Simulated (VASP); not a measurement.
# Sr (Fm-3m) in VASP: notebook

Sr is run at these levels: PBEsol; tasks: single point, relaxation of cell and atoms.

Everything below comes from runs of VASP 6.6.1. Logs are shortened: lines on timing, memory, paths and dates and some standing lists are left out, and cuts for length are marked.

## (1) The cell of the first run

Symmetry: Fm-3m, No. 225, cubic system. Conventional cell: a = 5.914 Å, b = 5.914 Å, c = 5.914 Å, α = 90.00°, β = 90.00°, γ = 90.00°. Sr (site symmetry m-3m) has 12 Sr at 4.18 Å within 5.5 Å.

## (2) Single point, PBEsol

INCAR reads:

```
SYSTEM = Sr
ALGO = Normal
EDIFF = 1E-6
ENCUT = 520
GGA = PS
ISIF = 2
ISMEAR = 1
LASPH = .True.
LCHARG = .False.
LREAL = .False.
LWAVE = .False.
NBANDS = 11
NELM = 100
PREC = Accurate
SIGMA = 0.05
```

KPOINTS reads:

```
k-points
0
Gamma
  12 12 12
  0 0 0
```

POSCAR reads:

```
Sr
1.0
    0.0000000000      2.9572018396      2.9572018396
    2.9572018396      0.0000000000      2.9572018396
    2.9572018396      2.9572018396      0.0000000000
Sr
1
Direct
    0.0000000000      0.0000000000      0.0000000000
```

Potentials or basis: VASP PAW PBE potentials, release 64 (Sr_sv).

Command:

```bash
> cat potpaw_PBE.64/Sr_sv/POTCAR > POTCAR
> mpirun -np 1 vasp_std > vasp.out
```

OUTCAR:

```text
SYSTEM = Sr
   EDIFF = 1E-6
   ENCUT = 520
   GGA = PS
   ISIF = 2
   ISMEAR = 1
   LASPH = .True.
   LREAL = .False.
   NELM = 100
   PREC = Accurate

 ion  position               nearest neighbor table
   1  0.000  0.000  0.000-

  LATTYP: Found a face centered cubic cell.
 ALAT       =     5.9144036792

  Lattice vectors:

 A1 = (   0.0000000000,   2.9572018396,   2.9572018396)
 A2 = (   2.9572018396,   0.0000000000,   2.9572018396)
 A3 = (   2.9572018396,   2.9572018396,   0.0000000000)

Analysis of symmetry for initial positions (statically):
=====================================================================
 Subroutine PRICEL returns:
 Original cell was already a primitive cell.

 Routine SETGRP: Setting up the symmetry group for a
 face centered cubic supercell.

 Subroutine GETGRP returns: Found 48 space group operations
 (whereof 48 operations were pure point group operations)
 out of a pool of 48 trial point group operations.

The static configuration has the point symmetry O_h .

Analysis of symmetry for dynamics (positions and initial velocities):
=====================================================================
 Subroutine PRICEL returns:
 Original cell was already a primitive cell.

 Routine SETGRP: Setting up the symmetry group for a
 face centered cubic supercell.

 Subroutine GETGRP returns: Found 48 space group operations
 (whereof 48 operations were pure point group operations)
 out of a pool of 48 trial point group operations.

The dynamic configuration has the point symmetry O_h .

 Subroutine INISYM returns: Found 48 space group operations
 (whereof 48 operations are pure point group operations),
 and found     1 'primitive' translations

----------------------------------------------------------------------------------------

                                     Primitive cell

  volume of cell :      51.7217

  direct lattice vectors                    reciprocal lattice vectors
     0.000000000  2.957201840  2.957201840    -0.169078753  0.169078753  0.169078753
     2.957201840  0.000000000  2.957201840     0.169078753 -0.169078753  0.169078753
     2.957201840  2.957201840  0.000000000     0.169078753  0.169078753 -0.169078753

  length of vectors
     4.182114948  4.182114948  4.182114948     0.292852991  0.292852991  0.292852991

  position of ions in fractional coordinates (direct lattice)
     0.000000000  0.000000000  0.000000000

  ion indices of the primitive-cell ions
   primitive index   ion index
                 1           1

----------------------------------------------------------------------------------------

 KPOINTS: k-points

Automatic generation of k-mesh.
 Grid dimensions read from file:
 generate k-points for:   12   12   12

 Generating k-lattice:

  Cartesian coordinates                     Fractional coordinates (reciprocal lattice)
    -0.014089896  0.014089896  0.014089896     0.083333333  0.000000000  0.000000000
     0.014089896 -0.014089896  0.014089896     0.000000000  0.083333333  0.000000000
     0.014089896  0.014089896 -0.014089896     0.000000000  0.000000000  0.083333333

  Length of vectors
     0.024404416  0.024404416  0.024404416

  Shift w.r.t. Gamma in fractional coordinates (k-lattice)
     0.000000000  0.000000000  0.000000000

 Subroutine IBZKPT returns following result:
 ===========================================

 Found     72 irreducible k-points:

 Following reciprocal coordinates:
            Coordinates               Weight
  0.000000  0.000000  0.000000      1.000000
  0.083333  0.000000  0.000000      8.000000
  0.166667  0.000000  0.000000      8.000000
  0.250000  0.000000  0.000000      8.000000
  0.333333  0.000000  0.000000      8.000000
  0.416667  0.000000  0.000000      8.000000
[... 16 lines left out ...]
  0.500000  0.166667  0.000000     24.000000
 -0.416667  0.166667  0.000000     24.000000
 [... further k-points ...]
   k-points           NKPTS =     72   k-points in BZ     NKDIM =     72   number of bands    NBANDS=     11
   number of dos      NEDOS =    301   number of ions     NIONS =      1
   total plane-waves  NPLWV =  32768
   dimension x,y,z NGX =    32 NGY =   32 NGZ =   32
   dimension x,y,z NGXF=    64 NGYF=   64 NGZF=   64
   ions per type =               1
   NGX,Y,Z   is equivalent  to a cutoff of  12.72, 12.72, 12.72 a.u.
   NGXF,Y,Z  is equivalent  to a cutoff of  25.44, 25.44, 25.44 a.u.
 SYSTEM =  Sr
   PREC   = accura    normal or accurate (medium, high low for compatibility)
   ISTART =      0    job   : 0-new  1-cont  2-samecut
   ICHARG =      2    charge: 1-file 2-atom 10-const
   ISPIN  =      1    spin polarized calculation?
   LNONCOLLINEAR =      F non collinear calculations
   LSORBIT =      F    spin-orbit coupling
   LASPH  =      T    aspherical Exc in radial PAW
   ENCUT  =  520.0 eV  38.22 Ry    6.18 a.u.   7.78  7.78  7.78*2*pi/ulx,y,z
   NELM   =    100;   NELMIN=  2; NELMDL= -5     # of ELM steps
   EDIFF  = 0.1E-05   stopping-criterion for ELM
   LREAL  =      F    real-space projection
   EDIFFG = 0.1E-04   stopping-criterion for IOM
   NSW    =      0    number of steps for IOM
   IBRION =     -1    ionic relax: 0-MD 1-quasi-New 2-CG
   NFREE  =      0    steps in history (QN), initial steepest desc. (CG)
   ISIF   =      2    stress and relaxation
   ISYM   =      2    0-nonsym 1-usesym 2-fastsym
   POTIM  = 0.5000    time-step for ionic-motion
   TEBEG  =    0.0;   TEEND  =   0.0 temperature during run
   PSTRESS=    0.0 pullay stress
   NELECT =      10.0000    total number of electrons
   NUPDOWN=      -1.0000    fix difference up-down
   EMIN   =  10.00;   EMAX   =-10.00  energy-range for DOS
   EFERMI =   0.00;   METHOD = LEGACY
   ISMEAR =     1;   SIGMA  =   0.05  broadening in eV -4-tet -1-fermi 0-gaus
   EFERMI_NEDOS =   21; number of points for ismear=-14 and -15
   IALGO  =     38    algorithm
   IMIX   =      4    mixing-type and parameters
     AMIX     =   0.40;   BMIX     =  1.00
     AMIX_MAG =   1.60;   BMIX_MAG =  1.00
  volume/ion in A,a.u.               =      51.72       349.04
  Fermi-wavevector in a.u.,A,eV,Ry     =   0.946638  1.788886 12.192497  0.896123
  Thomas-Fermi vector in A             =   2.074655
   LORBIT       =      0    0 simple, 1 ext, 2 COOP (PROOUT), +10 PAW based schemes
   GGA     = PS    functional components
   LHFCALC =     F    Hartree Fock is set to
   AEXX    =    0.0000 exact exchange contribution
   IVDW    =     0    specifies the selected vdW correction
   LEPSILON=     F    determine dielectric tensor
   LRPA    =     F    only Hartree local field effects (RPA)
 non-spin polarized calculation
 Methfessel and Paxton  Order N= 1 SIGMA  =   0.05
  energy-cutoff  :      520.00
  volume of cell :       51.72
 maximum number of plane-waves:      1411
   NGX = 15   NGY = 15   NGZ = 15

 number of electron      10.0000000 magnetization

 Free energy of the ion-electron system (eV)
  ---------------------------------------------------
  ext. energy  EPLUGINS =         0.00000000
  ---------------------------------------------------
  free energy    TOTEN  =        -1.83978025 eV

  energy without entropy =       -1.83970782  energy(sigma->0) =       -1.83975611

 E-fermi :   1.7197     XC(G=0):  -7.6236

 val. band max:        1.7042424808   @ k =  -0.3333   0.3333   0.1667
 cond. band min:       1.7376229237   @ k =  -0.3333   0.3333   0.1667
 fundamental gap:      0.0333804429
 Fermi energy:         1.7196687675

 k-point     1 :       0.0000    0.0000    0.0000
  band No.  band energies     occupation
      1     -34.7085      2.00000
      2     -16.5978      2.00000
      3     -16.5978      2.00000
      4     -16.5978      2.00000
      5      -2.0461      2.00000
      6       4.1048      0.00000
      7       4.1048      0.00000
      8       4.1048      0.00000
      9       5.6810      0.00000
     10       5.6810      0.00000
     11       9.0108      0.00000

 k-point     2 :       0.0833    0.0000    0.0000
  band No.  band energies     occupation
      1     -34.7073      2.00000
      2     -16.6149      2.00000
      3     -16.6000      2.00000
      4     -16.6000      2.00000
      5      -1.9270      2.00000
      6       3.9202      0.00000
      7       4.1617      0.00000
      8       4.1617      0.00000
      9       5.6033      0.00000
     10       5.6033      0.00000
     11       9.3204      0.00000

 k-point     3 :       0.1667    0.0000    0.0000
  band No.  band energies     occupation
      1     -34.7038      2.00000
      2     -16.6613      2.00000
      3     -16.6062      2.00000
      4     -16.6062      2.00000
      5      -1.5822      2.00000
      6       3.4873      0.00000
      7       4.2724      0.00000
      8       4.2724      0.00000
      9       5.4926      0.00000
     10       5.4926      0.00000
     11       9.5154      0.00000

 k-point     4 :       0.2500    0.0000    0.0000
  band No.  band energies     occupation
      1     -34.6991      2.00000
      2     -16.7236      2.00000
      3     -16.6146      2.00000
      4     -16.6146      2.00000
      5      -1.0511      2.00000
      6       2.9858      0.00000
      7       4.2675      0.00000
      8       4.2675      0.00000
      9       5.6220      0.00000
     10       5.6220      0.00000
     11       8.7770      0.00000
[... 239 lines left out ...]
 k-point    22 :       0.4167    0.1667    0.0000
  band No.  band energies     occupation
      1     -34.6905      2.00000
      2     -16.7937      2.00000
      3     -16.6548      2.00000
      4     -16.6452      2.00000
      5       0.1685      2.00000
      6       2.3006     -0.00000
      7       3.4627      0.00000
      8       4.4461      0.00000
      9       5.9078      0.00000
     10       6.7401      0.00000
     11       8.0884      0.00000

 k-point    23 :       0.5000    0.1667    0.0000
  band No.  band energies     occupation
      1     -34.6881      2.00000
      2     -16.8198      2.00000
      3     -16.6679      2.00000
      4     -16.6453      2.00000
      5       0.7762      2.00000
      6       1.9181     -0.00000
      7       3.3651      0.00000
      8       4.3294      0.00000
      9       6.4635      0.00000
     10       6.8547      0.00000
     11       7.4603      0.00000

 k-point    24 :      -0.4167    0.1667    0.0000
  band No.  band energies     occupation
      1     -34.6878      2.00000
      2     -16.8219      2.00000
      3     -16.6760      2.00000
      4     -16.6403      2.00000
      5       0.9174      2.00000
      6       1.8496     -0.00148
      7       3.3232      0.00000
      8       4.2860      0.00000
      9       6.4772      0.00000
     10       6.7909      0.00000
     11       7.5302      0.00000

 [... further k-points ...]

------------------------ aborting loop because EDIFF is reached ----------------------------------------

  FORCE on cell =-STRESS in cart. coord.  units (eV):
  Direction    XX          YY          ZZ          XY          YZ          ZX
  --------------------------------------------------------------------------------------
  -------------------------------------------------------------------------------------
  Total        0.0033384      0.0033384      0.0033384      0.0000000     -0.0000000      0.0000000
  in kB        0.1034133      0.1034133      0.1034133      0.0000000     -0.0000000      0.0000000
  external PRESSURE =       0.1034133 kB  Pullay stress =       0.0000000 kB

 VOLUME and BASIS-vectors are now :
 -----------------------------------------------------------------------------
  energy-cutoff  :      520.00
  volume of cell :       51.72
      direct lattice vectors                 reciprocal lattice vectors
     0.000000000  2.957201840  2.957201840    -0.169078753  0.169078753  0.169078753
     2.957201840  0.000000000  2.957201840     0.169078753 -0.169078753  0.169078753
     2.957201840  2.957201840  0.000000000     0.169078753  0.169078753 -0.169078753

 POSITION                                       TOTAL-FORCE (eV/Angst)
 -----------------------------------------------------------------------------------
      0.00000      0.00000      0.00000         0.000000     -0.000000     -0.000000
 -----------------------------------------------------------------------------------
    total drift:                                0.000000      0.000000      0.000000

  FREE ENERGIE OF THE ION-ELECTRON SYSTEM (eV)
  ---------------------------------------------------
  free  energy   TOTEN  =        -1.8397802542 eV

  energy  without entropy=       -1.8397078170  energy(sigma->0) =       -1.83975611
```

It took 10 s on 1 thread of Intel Xeon 6975P-C (Granite Rapids), shared host; peak memory 0.19 GiB.

Results:

```yaml
Free_energy: -1.8398 eV
Pressure: 0.0 GPa
Band_gap_on_the_k_mesh: zero (filled and empty bands touch)
```

Caveat: the PAW data sets were made with another functional, which shifts forces and pressure a little.

## (3) Relaxation of cell and atoms, PBEsol

This run uses another cell than the first one, of 56.32 Å³/atom, 1.089 times its volume.

INCAR reads:

```
SYSTEM = Sr
PREC = Accurate ; ENCUT = 600
EDIFF = 1E-6 ; ISMEAR = 1
SIGMA = 0.05 ; LREAL = .False.
LASPH = .True. ; NELM = 80
ALGO = Normal ; ISIF = 3
LWAVE = .False. ; LCHARG = .False.
GGA = PS ; IBRION = 2
NSW = 80 ; EDIFFG = -0.03
```

KPOINTS reads:

```
regular mesh
0
Gamma
  12 12 12
  0 0 0
```

POSCAR reads:

```
Sr
1.0
    0.0000000000      3.0423500000      3.0423500000
    3.0423500000      0.0000000000      3.0423500000
    3.0423500000      3.0423500000      0.0000000000
Sr
1
Direct
    0.0000000000      0.0000000000      0.0000000000
```

Potentials or basis: VASP PAW PBE potentials, release 64 (Sr_sv).

Command:

```bash
> cat potpaw_PBE.64/Sr_sv/POTCAR > POTCAR
> mpirun -np 1 vasp_std > vasp.out
```

Run time: 48 s. Hardware: 1 thread of Intel Xeon 6975P-C (Granite Rapids), shared host; peak memory 0.23 GiB.

Results (log left out):

```
Free energy                            : -1.8398 eV
Relaxed volume                         : 51.69 Å³/atom
Relaxed cell                           : a = 4.181 Å, b = 4.181 Å, c = 4.181 Å, α = 60.00°, β = 60.00°, γ = 60.00°
Space group after relaxing (to 0.05 Å) : Fm-3m (No. 225)
Energy gained by relaxing              : 14.5 meV/atom
Ionic steps                            : 3
Pressure after relaxing                : 0.0 GPa
Band gap on the k mesh                 : zero (filled and empty bands touch)
```

Step by step:
```tsv
step	energy change (eV)	largest force (eV/Å)	pressure (GPa)	volume (Å³)
1	0.0000	0.0000	-0.95	56.32
2	-0.0118	0.0000	-0.45	53.64
3	-0.0145	0.0000	0.01	51.69
```

Final structure:
```
Sr
1.0
     0.00000    2.95660    2.95660
     2.95660    0.00000    2.95660
     2.95660    2.95660    0.00000
Sr
1
Direct
  0.00000 0.00000 0.00000
```

Levels at points of the mesh, in eV from the Fermi level:
| k point | band 3 | band 4 | band 5 | band 6 | band 7 | band 8 |
| --- | --- | --- | --- | --- | --- | --- |
| (0.00, 0.00, 0.00) | -18.32 | -18.32 | -3.77 | 2.39 | 2.39 | 2.39 |
| (0.50, 0.00, 0.00) | -18.35 | -18.35 | -1.18 | 0.15 | 2.22 | 2.22 |
| (0.50, 0.50, 0.00) | -18.41 | -18.41 | -0.73 | 0.27 | 1.19 | 5.10 |

Caveat: the PAW data sets were made with another functional, which shifts forces and pressure a little.
